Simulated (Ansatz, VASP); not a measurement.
## Al2Cu: VASP beside Ansatz

```xyz
6
Lattice="-2.9965 2.9965 2.4621 2.9965 -2.9965 2.4621 2.9965 2.9965 -2.4621" Properties=species:S:1:pos:R:3 pbc="T T T"
Al    3.9513    0.9548    0.0000
Al    2.0417    0.9548    2.4621
Al   -0.9548    2.0417    2.4621
Al    0.9548    2.0417    0.0000
Cu    0.0000    0.0000    3.6932
Cu    0.0000    0.0000    1.2310
```

Alike in both runs: task single point; functional PBEsol; k mesh 10 × 10 × 10; occupations gaussian, width 0.15 eV; no spin polarisation.

|  | VASP | Ansatz |
| --- | --- | --- |
| version | VASP 6.6.1 | Ansatz 0.2.0 |
| potentials or method | VASP PAW PBE potentials, release 64 (Al, Cu), cutoff 520 eV | scalar-relativistic, plane waves, PAW |
| valence electrons in the cell | 34 | 50 |

|  | VASP | Ansatz | Ansatz less VASP |
| --- | --- | --- | --- |
| gap on the k mesh at the Fermi level (eV) | none | none | - |
| pressure (GPa) | -1.7 | -2.0 | -0.35 |
| traceless stress, the component that is largest in VASP (GPa) | -1.72 | -1.76 | -0.035 |
| rms of the force components (eV/Å) | 0.030 | 0.031 | +0.0008 |

VASP's potentials were made for PBE, not for PBEsol, and Ansatz warns of the same on its side. Atom by atom the forces differ by 0.001 eV/Å (rms over components). A gap of «none» marks a metal or a gap that the smearing closes. With one functional, cell and mesh, what is left measures potentials, basis and numerics. VASP's potentials hold 34 valence electrons a cell and Ansatz's 50, so a difference there can come from the potentials and not from the codes.
